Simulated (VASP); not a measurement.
N:

```
CELL_PARAMETERS angstrom
5.81510 0.00000 0.00000
0.00000 5.81510 0.00000
0.00000 0.00000 5.81510
ATOMIC_POSITIONS crystal
N 0.06390 0.06390 0.06390
N 0.43610 0.93610 0.56390
N 0.56390 0.43610 0.93610
N 0.93610 0.56390 0.43610
N 0.95414 0.95414 0.95414
N 0.54586 0.04586 0.45414
N 0.45414 0.54586 0.04586
N 0.04586 0.45414 0.54586
```

| Quantity | Value |
| --- | --- |
| Program | VASP 6.6.1 |
| Task | relaxation of cell and atoms |
| Functional | PBE |
| Dispersion | D3(BJ) |
| Potentials or basis | VASP PAW PBE potentials, release 64 (N) |
| Cutoff | 600 eV |
| k mesh | 4 × 4 × 4 |
| Occupations | fermi-dirac, width 0.02 eV |
| Spin | no spin polarisation |

At the start: pressure 0.9 GPa; volume 24.58 Å³/atom.

Where does the relaxation end?

Over 58 steps the energy falls by 6.6 meV/atom and the volume is 21.26 Å³/atom (-13.5 %); space group P2_13 (No. 198, to 0.1 Å) before, Pa-3 (No. 205, to 0.1 Å).

Step by step:
| step | energy change (eV) | largest force (eV/Å) | pressure (GPa) | volume (Å³) |
| --- | --- | --- | --- | --- |
| 1 | 0.0000 | 1.0541 | 0.89 | 196.64 |
| 3 | -0.0134 | 0.1041 | -0.46 | 196.88 |
| 5 | -0.0135 | 0.0331 | -0.32 | 196.86 |
| 7 | -0.0229 | 0.0546 | -0.26 | 192.42 |
| 9 | -0.0472 | 0.3058 | 0.34 | 173.30 |
| 11 | -0.0487 | 0.0501 | -0.09 | 172.35 |
| 13 | -0.0485 | 0.0801 | 0.05 | 172.66 |
| 15 | -0.0487 | 0.0223 | -0.05 | 172.38 |
| 17 | -0.0487 | 0.0235 | -0.03 | 172.36 |
| 19 | -0.0487 | 0.0213 | -0.02 | 172.30 |
| 21 | -0.0489 | 0.0156 | -0.02 | 172.07 |
| 23 | -0.0495 | 0.0286 | -0.04 | 171.11 |
| 25 | -0.0502 | 0.1051 | -0.05 | 167.34 |
| 27 | -0.0503 | 0.0735 | -0.03 | 168.28 |
| 29 | -0.0504 | 0.0527 | 0.13 | 167.95 |
| 31 | -0.0504 | 0.0150 | 0.06 | 168.07 |
| 33 | -0.0504 | 0.0166 | 0.07 | 168.07 |
| 35 | -0.0504 | 0.0173 | 0.07 | 168.03 |
| 37 | -0.0505 | 0.0207 | 0.09 | 167.89 |
| 39 | -0.0506 | 0.0350 | 0.12 | 167.33 |
| 41 | -0.0507 | 0.0368 | 0.14 | 166.55 |
| 43 | -0.0507 | 0.0210 | 0.09 | 166.47 |
| 45 | -0.0507 | 0.0184 | 0.10 | 166.48 |
| 47 | -0.0508 | 0.0161 | 0.09 | 166.54 |
| 49 | -0.0511 | 0.0084 | 0.09 | 166.74 |
| 51 | -0.0519 | 0.0313 | 0.11 | 167.57 |
| 53 | -0.0526 | 0.1496 | 0.19 | 170.90 |
| 55 | -0.0529 | 0.0921 | 0.14 | 169.80 |
| 57 | -0.0530 | 0.0389 | -0.05 | 170.14 |
| 58 | -0.0530 | 0.0033 | 0.01 | 170.04 |

Final structure:
```xyz
8
Lattice="5.5401 0.0000 0.0000 0.0000 5.5401 0.0000 0.0000 0.0000 5.5401" Properties=species:S:1:pos:R:3 pbc="T T T"
N     0.3195    0.3195    0.3195
N     2.4506    5.2206    3.0896
N     3.0896    2.4506    5.2206
N     5.2206    3.0896    2.4506
N     5.2178    5.2178    5.2178
N     3.0924    0.3224    2.4477
N     2.4477    3.0924    0.3224
N     0.3224    2.4477    3.0924
```

Caveat: the standard files for N, O and F lose accuracy on very short bonds.
